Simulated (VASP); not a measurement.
A run of VASP 6.6.1:

INCAR

```
SYSTEM = C
  ALGO = Normal
  EDIFF = 1E-7
  ENCUT = 520
  GGA = PE
  ISIF = 2
  ISMEAR = 0
  IVDW = 12
  LASPH = .True.
  LCHARG = .False.
  LREAL = .False.
  LWAVE = .False.
  NBANDS = 11
  NELM = 60
  PREC = Accurate
  SIGMA = 0.05
```

KPOINTS

```
k-points
0
Gamma
  15 15 15
  0 0 0
```

The input POSCAR:

```
C
1.0
    1.2324984681      0.7115833223      3.3613878357
   -1.2324984681      0.7115833223      3.3613878357
    0.0000000000     -1.4231666447      3.3613878357
C
2
Direct
    0.1760162971      0.1760162971      0.1760162971
    0.8239837029      0.8239837029      0.8239837029
```

Potentials or basis: VASP PAW PBE potentials, release 64 (C).

The run is started by

```console
$ cat potpaw_PBE.64/C/POTCAR > POTCAR
$ mpirun -np 1 vasp_std > vasp.out
```

Hardware: 1 thread of AMD EPYC 9R45 (Zen 5), on a shared host.

**Question.** How long does it take, and how much memory?

**Answer.** Wall time 97 s on 1 thread of AMD EPYC 9R45 (Zen 5) (shared host), peak memory 0.16 GiB. Counts: scf iterations 13, k points 344.
